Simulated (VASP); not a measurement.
# Zn (Fm-3m) in VASP: settings compared

Zn is run at these levels: PBE, LDA, PBEsol, RPBE; tasks: relaxation of cell and atoms.

Program: VASP 6.6.1. These are calculated values, not measurements. Logs are shortened: lines on timing, memory, paths and dates and some standing lists are left out, and cuts for length are marked.

## Step 1: The cell of the first run

Symmetry: Fm-3m, No. 225, cubic system. Conventional cell: a = 3.930 Å, b = 3.930 Å, c = 3.930 Å, α = 90.00°, β = 90.00°, γ = 90.00°. Zn (site symmetry m-3m) has 12 Zn at 2.78 Å within 3.7 Å.

## Step 2: Relaxation of cell and atoms, PBE

File INCAR:

```
ALGO     = Normal         # electronic algorithm
EDIFF    = 1E-7           # SCF threshold, eV
EDIFFG   = -0.01          # ionic threshold
ENCUT    = 600            # plane-wave cutoff, eV
GGA      = PE             # functional
IBRION   = 2              # ionic algorithm
ISIF     = 3              # what is computed and relaxed
ISMEAR   = -1             # smearing method
LASPH    = T              # aspherical terms in the spheres
LCHARG   = F              # write CHGCAR
LREAL    = F              # projectors in reciprocal space
LWAVE    = F              # write WAVECAR
NELM     = 60             # most SCF steps
NSW      = 60             # ionic steps
PREC     = Accurate       # precision mode
SIGMA    = 0.05           # smearing width, eV
```

File KPOINTS:

```
k-points
0
Gamma
  12 12 12
```

File POSCAR:

```
Zn
1.0
    0.0000000000      1.9647760000      1.9647760000
    1.9647760000      0.0000000000      1.9647760000
    1.9647760000      1.9647760000      0.0000000000
Zn
1
Direct
    0.0000000000      0.0000000000      0.0000000000
```

Potentials or basis: VASP PAW PBE potentials, release 64 (Zn).

On the command line:

```sh
$ cat potpaw_PBE.64/Zn/POTCAR > POTCAR
$ mpirun -np 1 vasp_std > vasp.out
```

OUTCAR:

```text
EDIFF = 1E-7
   EDIFFG = -0.01
   ENCUT = 600
   GGA = PE
   IBRION = 2
   ISIF = 3
   ISMEAR = -1
   LASPH = T
   LREAL = F
   NELM = 60
   NSW = 60
   PREC = Accurate

 ion  position               nearest neighbor table
   1  0.000  0.000  0.000-

  LATTYP: Found a face centered cubic cell.
 ALAT       =     3.9295520000

  Lattice vectors:

 A1 = (   0.0000000000,   1.9647760000,   1.9647760000)
 A2 = (   1.9647760000,   0.0000000000,   1.9647760000)
 A3 = (   1.9647760000,   1.9647760000,   0.0000000000)

Analysis of symmetry for initial positions (statically):
=====================================================================
 Subroutine PRICEL returns:
 Original cell was already a primitive cell.

 Routine SETGRP: Setting up the symmetry group for a
 face centered cubic supercell.

 Subroutine GETGRP returns: Found 48 space group operations
 (whereof 48 operations were pure point group operations)
 out of a pool of 48 trial point group operations.

The static configuration has the point symmetry O_h .

Analysis of symmetry for dynamics (positions and initial velocities):
=====================================================================
 Subroutine PRICEL returns:
 Original cell was already a primitive cell.

 Routine SETGRP: Setting up the symmetry group for a
 face centered cubic supercell.

 Subroutine GETGRP returns: Found 48 space group operations
 (whereof 48 operations were pure point group operations)
 out of a pool of 48 trial point group operations.

The dynamic configuration has the point symmetry O_h .

 Subroutine INISYM returns: Found 48 space group operations
 (whereof 48 operations are pure point group operations),
 and found     1 'primitive' translations

----------------------------------------------------------------------------------------

                                     Primitive cell

  volume of cell :      15.1694

  direct lattice vectors                    reciprocal lattice vectors
     0.000000000  1.964776000  1.964776000    -0.254481936  0.254481936  0.254481936
     1.964776000  0.000000000  1.964776000     0.254481936 -0.254481936  0.254481936
     1.964776000  1.964776000  0.000000000     0.254481936  0.254481936 -0.254481936

  length of vectors
     2.778612866  2.778612866  2.778612866     0.440775643  0.440775643  0.440775643

  position of ions in fractional coordinates (direct lattice)
     0.000000000  0.000000000  0.000000000

  ion indices of the primitive-cell ions
   primitive index   ion index
                 1           1

----------------------------------------------------------------------------------------

 KPOINTS: k-points

Automatic generation of k-mesh.
 Grid dimensions read from file:
 generate k-points for:   12   12   12

 Generating k-lattice:

  Cartesian coordinates                     Fractional coordinates (reciprocal lattice)
    -0.021206828  0.021206828  0.021206828     0.083333333  0.000000000  0.000000000
     0.021206828 -0.021206828  0.021206828     0.000000000  0.083333333  0.000000000
     0.021206828  0.021206828 -0.021206828     0.000000000  0.000000000  0.083333333

  Length of vectors
     0.036731304  0.036731304  0.036731304

  Shift w.r.t. Gamma in fractional coordinates (k-lattice)
     0.000000000  0.000000000  0.000000000

 Subroutine IBZKPT returns following result:
 ===========================================

 Found     72 irreducible k-points:

 Following reciprocal coordinates:
            Coordinates               Weight
  0.000000  0.000000  0.000000      1.000000
  0.083333  0.000000  0.000000      8.000000
  0.166667  0.000000  0.000000      8.000000
  0.250000  0.000000  0.000000      8.000000
  0.333333  0.000000  0.000000      8.000000
  0.416667  0.000000  0.000000      8.000000
[... 16 lines left out ...]
  0.500000  0.166667  0.000000     24.000000
 -0.416667  0.166667  0.000000     24.000000
 [... further k-points ...]
   k-points           NKPTS =     72   k-points in BZ     NKDIM =     72   number of bands    NBANDS=     10
   number of dos      NEDOS =    301   number of ions     NIONS =      1
   total plane-waves  NPLWV =  13824
   dimension x,y,z NGX =    24 NGY =   24 NGZ =   24
   dimension x,y,z NGXF=    48 NGYF=   48 NGZF=   48
   ions per type =               1
   NGX,Y,Z   is equivalent  to a cutoff of  14.36, 14.36, 14.36 a.u.
   NGXF,Y,Z  is equivalent  to a cutoff of  28.72, 28.72, 28.72 a.u.
 SYSTEM =  unknown system
   PREC   = accura    normal or accurate (medium, high low for compatibility)
   ISTART =      0    job   : 0-new  1-cont  2-samecut
   ICHARG =      2    charge: 1-file 2-atom 10-const
   ISPIN  =      1    spin polarized calculation?
   LNONCOLLINEAR =      F non collinear calculations
   LSORBIT =      F    spin-orbit coupling
   LASPH  =      T    aspherical Exc in radial PAW
   ENCUT  =  600.0 eV  44.10 Ry    6.64 a.u.   5.55  5.55  5.55*2*pi/ulx,y,z
[... 26 lines left out ...]
   GGA     = PE    functional components
   LHFCALC =     F    Hartree Fock is set to
   AEXX    =    0.0000 exact exchange contribution
   IVDW    =     0    specifies the selected vdW correction
   LEPSILON=     F    determine dielectric tensor
   LRPA    =     F    only Hartree local field effects (RPA)
 conjugate gradient relaxation of ions
 non-spin polarized calculation
  energy-cutoff  :      600.00
  volume of cell :       15.17
 maximum number of plane-waves:       532
 NGX is ok and might be reduce to    24
   NGX = 11   NGY = 11   NGZ = 11

 number of electron      12.0000008 magnetization

 Free energy of the ion-electron system (eV)
  ---------------------------------------------------
  ext. energy  EPLUGINS =         0.00000000
  ---------------------------------------------------
  free energy    TOTEN  =        -1.07703636 eV

  energy without entropy =       -1.07366819  energy(sigma->0) =       -1.07535227

 E-fermi :   3.0368     XC(G=0): -11.5774

 val. band max:        2.9263595210   @ k =  -0.4167   0.3333   0.0000
 cond. band min:       3.0633503119   @ k =  -0.4167   0.0833   0.0000
 fundamental gap:      0.1369907908
 Fermi energy:         3.0368481580

 k-point     1 :       0.0000    0.0000    0.0000
  band No.  band energies     occupation
      1      -7.2711      2.00000
      2      -4.5419      2.00000
      3      -4.5419      2.00000
      4      -4.5419      2.00000
      5      -4.1624      2.00000
      6      -4.1624      2.00000
      7      21.3532      0.00000
      8      21.3532      0.00000
      9      21.3532      0.00000
     10      21.9755      0.00000

 k-point     2 :       0.0833    0.0000    0.0000
  band No.  band energies     occupation
      1      -7.0622      2.00000
      2      -4.5582      2.00000
      3      -4.5187      2.00000
      4      -4.5187      2.00000
      5      -4.1686      2.00000
      6      -4.1686      2.00000
      7      18.2733      0.00000
      8      20.7452      0.00000
      9      20.7452      0.00000
     10      21.7337      0.00000

 k-point     3 :       0.1667    0.0000    0.0000
  band No.  band energies     occupation
      1      -6.4618      2.00000
      2      -4.5734      2.00000
      3      -4.4727      2.00000
      4      -4.4727      2.00000
      5      -4.1672      2.00000
      6      -4.1672      2.00000
      7      14.2152      0.00000
      8      19.8231      0.00000
      9      19.8231      0.00000
     10      21.5214      0.00000

 k-point     4 :       0.2500    0.0000    0.0000
  band No.  band energies     occupation
      1      -5.6632      2.00000
      2      -4.4624      2.00000
      3      -4.4624      2.00000
      4      -4.3770      2.00000
      5      -4.1096      2.00000
      6      -4.1096      2.00000
      7      10.3963      0.00000
      8      19.0966      0.00000
      9      19.0966      0.00000
     10      21.2190      0.00000
[... 222 lines left out ...]
 k-point    22 :       0.4167    0.1667    0.0000
  band No.  band energies     occupation
      1      -5.0529      2.00000
      2      -4.5959      2.00000
      3      -4.3902      2.00000
      4      -4.3523      2.00000
      5      -3.8895      2.00000
      6      -1.9266      2.00000
      7       6.5075      0.00000
      8      14.6664      0.00000
      9      15.0207      0.00000
     10      17.7132      0.00000

 k-point    23 :       0.5000    0.1667    0.0000
  band No.  band energies     occupation
      1      -5.0630      2.00000
      2      -4.6273      2.00000
      3      -4.3871      2.00000
      4      -4.2514      2.00000
      5      -3.8697      2.00000
      6       0.0606      2.00000
      7       3.5541      0.00006
      8      13.3639      0.00000
      9      15.3602      0.00000
     10      17.9351      0.00000

 k-point    24 :      -0.4167    0.1667    0.0000
  band No.  band energies     occupation
      1      -5.0475      2.00000
      2      -4.6302      2.00000
      3      -4.4037      2.00000
      4      -4.1949      2.00000
      5      -3.9229      2.00000
      6       0.7911      2.00000
      7       2.7005      1.99760
      8      12.4706      0.00000
      9      16.1654      0.00000
     10      18.4918      0.00000

 [... further k-points ...]
[... 5 lines left out ...]
  --------------------------------------------------------------------------------------
  -------------------------------------------------------------------------------------
  Total        0.0081768      0.0081768      0.0081768      0.0000000     -0.0000000      0.0000000
  in kB        0.8636293      0.8636293      0.8636293      0.0000000     -0.0000000      0.0000000
  external PRESSURE =       0.8636293 kB  Pullay stress =       0.0000000 kB

 VOLUME and BASIS-vectors are now :
 -----------------------------------------------------------------------------
  energy-cutoff  :      600.00
  volume of cell :       15.17
      direct lattice vectors                 reciprocal lattice vectors
     0.000000000  1.964776000  1.964776000    -0.254481936  0.254481936  0.254481936
     1.964776000  0.000000000  1.964776000     0.254481936 -0.254481936  0.254481936
     1.964776000  1.964776000  0.000000000     0.254481936  0.254481936 -0.254481936

 POSITION                                       TOTAL-FORCE (eV/Angst)
 -----------------------------------------------------------------------------------
      0.00000      0.00000      0.00000         0.000000      0.000000      0.000000
 -----------------------------------------------------------------------------------
    total drift:                               -0.000000      0.000000     -0.000000

  FREE ENERGIE OF THE ION-ELECTRON SYSTEM (eV)
  ---------------------------------------------------
  free  energy   TOTEN  =        -1.0770363627 eV

  energy  without entropy=       -1.0736681856  energy(sigma->0) =       -1.07535227

 reached required accuracy - stopping structural energy minimisation
```

Wall time 9.4 s (1 thread of Intel Xeon Platinum 8259CL at 2.50GHz (Skylake/Cascade Lake), shared host); peak memory 0.14 GiB.

What came out:

- Free energy: -1.0770 eV
- Pressure after relaxing: 0.1 GPa
- Band gap on the k mesh: zero (band 6 reaches 5.33 eV, above the bottom of band 7 at 1.70 eV)

Final structure:
```xyz
1
Lattice="0.0000 1.9648 1.9648 1.9648 0.0000 1.9648 1.9648 1.9648 0.0000" Properties=species:S:1:pos:R:3 pbc="T T T"
Zn    0.0000    0.0000    0.0000
```

Caveat: the relaxation stopped at its first step, so nothing moved.

## Step 3: Relaxation of cell and atoms, LDA

File INCAR:

```
SYSTEM = Zn
PREC = Accurate
ENCUT = 600
EDIFF = 1E-6
ISMEAR = -1
SIGMA = 0.05
LREAL = .FALSE.
LASPH = .TRUE.
NELM = 80
ALGO = Normal
ISIF = 3
LWAVE = .FALSE.
LCHARG = .FALSE.
GGA = CA
IBRION = 2
NSW = 60
EDIFFG = -0.01
```

File KPOINTS:

```
Automatic mesh
0
G
  12 12 12
  0 0 0
```

POSCAR is that of step 2.

Potentials or basis: VASP PAW LDA potentials, release 64 (Zn).

On the command line:

```sh
$ cat potpaw_LDA.64/Zn/POTCAR > POTCAR
$ mpirun -np 1 vasp_std > vasp.out
```

Run time: 13 s. Hardware: 1 thread of Intel Xeon Platinum 8259CL at 2.50GHz (Skylake/Cascade Lake), shared host; peak memory 0.14 GiB.

Results (log left out):

```
Free energy                            : -1.8422 eV
Relaxed volume                         : 13.55 Å³/atom
Relaxed cell                           : a = 2.676 Å, b = 2.676 Å, c = 2.676 Å, α = 60.00°, β = 60.00°, γ = 60.00°
Space group after relaxing (to 0.05 Å) : Fm-3m (No. 225)
Energy gained by relaxing              : 45.9 meV/atom
Ionic steps                            : 2
Pressure after relaxing                : -0.1 GPa
Band gap on the k mesh                 : zero (band 6 reaches 6.03 eV, above the bottom of band 7 at 2.48 eV)
```

Step by step:
| step | energy change (eV) | largest force (eV/Å) | pressure (GPa) | volume (Å³) |
| --- | --- | --- | --- | --- |
| 1 | 0.0000 | 0.0000 | -8.09 | 15.17 |
| 2 | -0.0459 | 0.0000 | -0.10 | 13.55 |

Final structure:
```xyz
1
Lattice="0.0000 1.8921 1.8921 1.8921 0.0000 1.8921 1.8921 1.8921 0.0000" Properties=species:S:1:pos:R:3 pbc="T T T"
Zn    1.8921    0.0000    1.8921
```

Levels at points of the mesh, in eV from the Fermi level:
| k point | band 2 | band 3 | band 4 | band 5 | band 6 | band 7 | band 8 | band 9 | band 10 |
| --- | --- | --- | --- | --- | --- | --- | --- | --- | --- |
| (0.00, 0.00, 0.00) | -7.98 | -7.98 | -7.98 | -7.51 | -7.51 | 19.79 | 19.79 | 19.79 | 19.95 |
| (0.50, 0.00, 0.00) | -7.98 | -7.98 | -7.16 | -7.16 | -3.32 | -1.18 | 16.51 | 16.51 | 18.41 |
| (0.50, 0.50, 0.00) | -8.74 | -7.17 | -7.07 | -7.07 | -1.25 | 2.18 | 8.99 | 8.99 | 13.00 |

## Step 4: Relaxation of cell and atoms, PBEsol

File INCAR:

```
SYSTEM = Zn
PREC     = Accurate       ! precision mode
ENCUT    = 600            ! plane-wave cutoff, eV
EDIFF    = 1E-6           ! SCF threshold, eV
ISMEAR   = -1             ! smearing method
SIGMA    = 0.05           ! smearing width, eV
LREAL    = .FALSE.        ! projectors in reciprocal space
LASPH    = .TRUE.         ! aspherical terms in the spheres
NELM     = 60             ! most SCF steps
ALGO     = Normal         ! electronic algorithm
ISIF     = 3              ! what is computed and relaxed
LWAVE    = .FALSE.        ! write WAVECAR
LCHARG   = .FALSE.        ! write CHGCAR
GGA      = PS             ! functional
IBRION   = 2              ! ionic algorithm
NSW      = 60             ! ionic steps
EDIFFG   = -0.01          ! ionic threshold
```

KPOINTS is that of step 3.

POSCAR is that of step 3.

Potentials or basis: VASP PAW PBE potentials, release 64 (Zn).

On the command line:

```sh
$ cat potpaw_PBE.64/Zn/POTCAR > POTCAR
$ mpirun -np 1 vasp_std > vasp.out
```

Run time: 25 s. Hardware: 1 thread of Intel Xeon Platinum 8259CL at 2.50GHz (Skylake/Cascade Lake), shared host; peak memory 0.15 GiB.

Results (log left out):

| Item | Value |
| --- | --- |
| Free energy | -1.5533 eV |
| Relaxed volume | 14.17 Å³/atom |
| Relaxed cell | a = 2.716 Å, b = 2.716 Å, c = 2.716 Å, α = 60.00°, β = 60.00°, γ = 60.00° |
| Space group after relaxing (to 0.05 Å) | Fm-3m (No. 225) |
| Energy gained by relaxing | 16.5 meV/atom |
| Ionic steps | 4 |
| Pressure after relaxing | 0.0 GPa |
| Band gap on the k mesh | zero (band 6 reaches 5.69 eV, above the bottom of band 7 at 2.14 eV) |

Step by step:
```csv
step,energy change (eV),largest force (eV/Å),pressure (GPa),volume (Å³)
1,0.0000,0.0000,-4.92,15.17
2,-0.0165,0.0000,-0.16,14.17
3,-0.0165,0.0000,0.16,14.14
4,-0.0165,0.0000,-0.02,14.17
```

Final structure:
```yaml
crystal:
  lattice:
    - [0.00000, 1.92065, 1.92065]
    - [1.92065, 0.00000, 1.92065]
    - [1.92065, 1.92065, 0.00000]
  atoms:
    - { symbol: Zn, position: [0.00000, 0.00000, 0.00000] }
```

Levels at points of the mesh, in eV from the Fermi level:
| k point | band 2 | band 3 | band 4 | band 5 | band 6 | band 7 | band 8 | band 9 | band 10 |
| --- | --- | --- | --- | --- | --- | --- | --- | --- | --- |
| (0.00, 0.00, 0.00) | -7.73 | -7.73 | -7.73 | -7.29 | -7.29 | 19.26 | 19.26 | 19.26 | 19.49 |
| (0.50, 0.00, 0.00) | -7.73 | -7.73 | -6.97 | -6.97 | -3.16 | -1.21 | 16.09 | 16.09 | 17.97 |
| (0.50, 0.50, 0.00) | -8.43 | -6.99 | -6.89 | -6.89 | -1.13 | 2.04 | 8.81 | 8.81 | 12.59 |

Caveat: the PAW data sets were made with another functional, which shifts forces and pressure a little.

## Step 5: Relaxation of cell and atoms, RPBE

File INCAR:

```
SYSTEM = Zn
PREC     = Accurate       ! precision mode
ENCUT    = 600            ! plane-wave cutoff, eV
EDIFF    = 1E-7           ! SCF threshold, eV
ISMEAR   = -1             ! smearing method
SIGMA    = 0.05           ! smearing width, eV
LREAL    = .False.        ! projectors in reciprocal space
LASPH    = .True.         ! aspherical terms in the spheres
NELM     = 80             ! most SCF steps
ALGO     = Normal         ! electronic algorithm
ISIF     = 3              ! what is computed and relaxed
LWAVE    = .False.        ! write WAVECAR
LCHARG   = .False.        ! write CHGCAR
GGA      = RP             ! functional
IBRION   = 2              ! ionic algorithm
NSW      = 60             ! ionic steps
EDIFFG   = -0.01          ! ionic threshold
```

File KPOINTS:

```
Automatic mesh
0
Gamma
  12 12 12
  0 0 0
```

POSCAR is that of step 4.

On the command line:

```sh
$ cat potpaw_PBE.64/Zn/POTCAR > POTCAR
$ mpirun -np 1 vasp_std > vasp.out
```

Run time: 20 s. Hardware: 1 thread of Intel Xeon Platinum 8259CL at 2.50GHz (Skylake/Cascade Lake), shared host; peak memory 0.15 GiB.

It converged, with:

- Free energy: -0.7144 eV
- Relaxed volume: 15.92 Å³/atom
- Relaxed cell: a = 2.824 Å, b = 2.824 Å, c = 2.824 Å, α = 60.00°, β = 60.00°, γ = 60.00°
- Space group after relaxing (to 0.05 Å): Fm-3m (No. 225)
- Energy gained by relaxing: 7.0 meV/atom
- Ionic steps: 3
- Pressure after relaxing: 0.0 GPa
- Band gap on the k mesh: zero (band 6 reaches 5.12 eV, above the bottom of band 7 at 1.47 eV)

Step by step:
```tsv
step	energy change (eV)	largest force (eV/Å)	pressure (GPa)	volume (Å³)
1	0.0000	0.0000	3.14	15.17
2	-0.0069	0.0000	0.32	15.83
3	-0.0070	0.0000	0.00	15.92
```

Final structure:
```xyz
1
Lattice="0.0000 1.9969 1.9969 1.9969 0.0000 1.9969 1.9969 1.9969 0.0000" Properties=species:S:1:pos:R:3 pbc="T T T"
Zn    0.0000    0.0000    0.0000
```

Levels at points of the mesh, in eV from the Fermi level:
```
           k point  band 4  band 5  band 6  band 7  band 8  band 9
(0.00, 0.00, 0.00)   -7.45   -7.11   -7.11   17.72   17.72   17.72
(0.50, 0.00, 0.00)   -6.85   -6.85   -2.67   -1.38   14.81   14.81
(0.50, 0.50, 0.00)   -6.78   -6.78   -0.84    1.63    8.26    8.26
```

Caveat: the PAW data sets were made with another functional, which shifts forces and pressure a little.

## Step 6: The runs side by side

```csv
level,potentials or basis,gap on the mesh (eV),pressure (GPa),relaxed volume (Å³/atom)
PBE,"VASP PAW PBE potentials, release 64 (Zn)",none,0.1,-
LDA,"VASP PAW LDA potentials, release 64 (Zn)",none,-0.1,13.55
PBEsol,"VASP PAW PBE potentials, release 64 (Zn)",none,0.0,14.17
RPBE,"VASP PAW PBE potentials, release 64 (Zn)",none,0.0,15.92
```

Alike in all rows: task relaxation of cell and atoms; no spin polarisation; cell relaxed; k mesh 12 × 12 × 12; cutoff (eV) 600; smearing fermi-dirac 0.05 eV.

Caveats: the PAW data sets were made with another functional, which shifts forces and pressure a little (some runs); the relaxation stopped at its first step, so nothing moved (some runs).

Total energies depend on the potentials used, so only differences within one code and one set of settings carry meaning.
